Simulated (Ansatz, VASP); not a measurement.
# Hg in VASP and in Ansatz

File INCAR:

```
SYSTEM = Hg
  ALGO = Normal
  EDIFF = 1E-6
  ENCUT = 520
  GGA = PS
  ISIF = 2
  ISMEAR = 0
  LASPH = .TRUE.
  LCHARG = .TRUE.
  LELF = .TRUE.
  LREAL = .FALSE.
  LVHAR = .TRUE.
  LWAVE = .FALSE.
  NBANDS = 12
  NELM = 80
  PREC = Accurate
  SIGMA = 0.05
```

Contents of KPOINTS:

```
k-points
0
G
  10 10 4
  0 0 0
```

Contents of POSCAR:

```
Hg
1.0
    3.1443716016      0.0006123069     -0.0000002152
    1.5712170763      2.7270181807      0.0000028781
    0.0084914918      1.7398225574      8.6146705231
Hg
1
Direct
    0.5000000000      0.0000000000      0.0000000000
```

Input for Ansatz:

```yaml
crystal:
  lattice:
    - [3.1443716016, 0.0006123069, -2.152e-07]
    - [1.5712170763, 2.7270181807, 2.8781e-06]
    - [0.0084914918, 1.7398225574, 8.6146705231]
  atoms:
    - { symbol: Hg, position: [0.5, 0.0, 0.0] }
basis:
  ecutwfc: 420
kpoints:
  mp_grid: { grid: [10, 10, 4] }
hamiltonian:
  xc: pbesol
scf:
  occupations: { method: gaussian, width: 0.05 }
output:
  forces: true
  stress: true
  eigenvalues: true
```

Change from the starting cell: strain -0.025 along x and y, +0.000 along z, atoms carried along.

Alike in both runs: task single point; functional PBEsol; k mesh 10 × 10 × 4; occupations gaussian, width 0.05 eV; no spin polarisation.

|  | VASP | Ansatz |
| --- | --- | --- |
| version | VASP 6.6.1 | Ansatz 0.2.0 |
| potentials or method | VASP PAW PBE potentials, release 64 (Hg), cutoff 520 eV | scalar-relativistic, plane waves, PAW |
| valence electrons in the cell | 12 | 20 |

```tsv
	VASP	Ansatz	Ansatz less VASP
gap on the k mesh at the Fermi level (eV)	0.40	0.39	-0.009
least direct gap on the mesh (eV)	0.64	0.62	-0.015
pressure (GPa)	0.5	0.5	-0.05
traceless stress, the component that is largest in VASP (GPa)	-0.54	-0.45	+0.084
```

VASP's potentials were made for PBE, not for PBEsol. With one functional, cell and mesh, what is left measures potentials, basis and numerics. VASP's potentials hold 12 valence electrons a cell and Ansatz's 20, so a difference there can come from the potentials and not from the codes.

Neither program's run includes spin-orbit coupling.
